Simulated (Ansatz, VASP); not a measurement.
**Two plane-wave programs on Ir**

```
CELL_PARAMETERS angstrom
0.00000 1.92208 1.92208
1.92208 0.00000 1.92208
1.92208 1.92208 0.00000
ATOMIC_POSITIONS crystal
Ir 0.00000 0.00000 0.00000
```

Alike in both runs: functional r2SCAN; k mesh 18 × 18 × 18; occupations gaussian, width 0.1 eV; no spin polarisation.

Ansatz relaxed the structure, and its values are those at the end. VASP's run is a single point on that final structure, the one shown.

|  | VASP | Ansatz |
| --- | --- | --- |
| version | VASP 6.6.1 | Ansatz 0.2.0 |
| potentials or method | VASP PAW PBE potentials, release 64 (Ir), cutoff 520 eV | scalar-relativistic, plane waves, PAW |
| valence electrons in the cell | 9 | 17 |

```tsv
	VASP	Ansatz	Ansatz less VASP
gap on the k mesh at the Fermi level (eV)	none	none	-
pressure (GPa)	2.5	0.0	-2.49
```

VASP's potentials were made for PBE, not for r2SCAN. A gap of «none» marks a metal or a gap that the smearing closes. The functional is the same, so the differences come from potentials, cutoffs and numerics. VASP's potentials hold 9 valence electrons a cell and Ansatz's 17, so a difference there can come from the potentials and not from the codes.

Spin-orbit coupling is off throughout.
